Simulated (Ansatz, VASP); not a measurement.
**Pd in VASP and in Ansatz**

```
Pd
1.0
     0.00000    1.94490    2.03242
     1.94490    0.00000    2.03242
     1.94490    1.94490    0.00000
Pd
1
Cartesian
  0.0000 0.0000 0.0000
```

Change from the starting cell: strain +0.0450 x Voigt [0, 0, 1, 0, 0, 0], atoms carried along.

Alike in both runs: task single point; functional PBEsol; k mesh 20 × 20 × 20; occupations gaussian, width 0.15 eV; no spin polarisation.

|  | VASP | Ansatz |
| --- | --- | --- |
| version | VASP 6.6.1 | Ansatz 0.2.0 |
| potentials or method | VASP PAW PBE potentials, release 64 (Pd), cutoff 520 eV | scalar-relativistic, plane waves, PAW |
| valence electrons in the cell | 10 | 18 |

```csv
,VASP,Ansatz,Ansatz less VASP
gap on the k mesh at the Fermi level (eV),none,none,-
pressure (GPa),-9.7,-9.5,+0.25
"traceless stress, the component that is largest in VASP (GPa)",-1.66,-1.68,-0.020
```

VASP's potentials were made for PBE, not for PBEsol. A gap of «none» marks a metal or a gap that the smearing closes. The functional is the same, so the differences come from potentials, cutoffs and numerics. VASP's potentials hold 10 valence electrons a cell and Ansatz's 18, so a difference there can come from the potentials and not from the codes.
